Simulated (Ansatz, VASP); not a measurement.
**Two plane-wave programs on N**

```xyz
1
Lattice="0.0000 1.5338 1.5338 1.5338 0.0000 1.5338 1.5338 1.5338 0.0000" Properties=species:S:1:pos:R:3 pbc="T T T"
N     0.0000    0.0000    0.0000
```

Alike in both runs: functional PBEsol; k mesh 8 × 8 × 8; occupations gaussian, width 0.1 eV; no spin polarisation.

Ansatz relaxed the structure, and its values are those at the end. VASP's run is a single point on that final structure, the one shown.

|  | VASP | Ansatz |
| --- | --- | --- |
| version | VASP 6.6.1 | Ansatz 0.2.0 |
| potentials or method | VASP PAW PBE potentials, release 64 (N), cutoff 600 eV | scalar-relativistic, plane waves, PAW |
| valence electrons in the cell | 5 | 5 |

```csv
,VASP,Ansatz,Ansatz less VASP
gap on the k mesh at the Fermi level (eV),none,none,-
pressure (GPa),-0.4,0.0,+0.36
```

VASP's potentials were made for PBE, not for PBEsol. A gap of «none» marks a metal or a gap that the smearing closes. The functional is the same, so the differences come from potentials, cutoffs and numerics.

The k mesh is coarse, so the values compare programs but aren't converged.
